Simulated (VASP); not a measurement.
A run of VASP 6.6.1 is set up as follows.

The input INCAR:

```
SYSTEM = Al
PREC = Accurate ; ENCUT = 520
EDIFF = 1E-7 ; ISMEAR = 0
SIGMA = 0.15 ; LREAL = .FALSE.
LASPH = .TRUE. ; NELM = 80
ALGO = Fast ; ISIF = 2
LWAVE = .FALSE. ; LCHARG = .TRUE.
GGA = PE ; IVDW = 12
LELF = .TRUE. ; LVHAR = .TRUE.
NBANDS = 18
```

The input KPOINTS:

```
regular mesh
0
G
  24 24 5
  0 0 0
```

Contents of POSCAR:

```
Al
1.0
    1.9913628294     -1.9913628294      0.0000000000
    1.9913628294      0.0000000000     -1.9913628294
    8.2541264521      8.2541264521      8.2541264521
Al
6
Direct
    0.6666666667      0.6666666667      0.0804027968
    0.0000000000      0.0000000000      0.8845916031
    0.3333333333      0.3333333333      0.2412405581
    0.6666666667      0.6666666667      0.5629160806
    0.0000000000      0.0000000000      0.4020783193
    0.3333333333      0.3333333333      0.7237538418
```

Potentials or basis: VASP PAW PBE potentials, release 64 (Al).

Launch:

```bash
$ cat potpaw_PBE.64/Al/POTCAR > POTCAR
$ mpirun -np 1 vasp_std > vasp.out
```

Q: What does it give for the largest force?

A: 0.655 eV/Å.

Q: Predict the pressure.

A: -1.6 GPa.

Stress tensor (GPa, compression positive):
```
-1.64 -0.30 -0.30
-0.30 -1.64 -0.30
-0.30 -0.30 -1.64
```

Caveat: pairwise dispersion overbinds metals, which lowers pressure and volume.
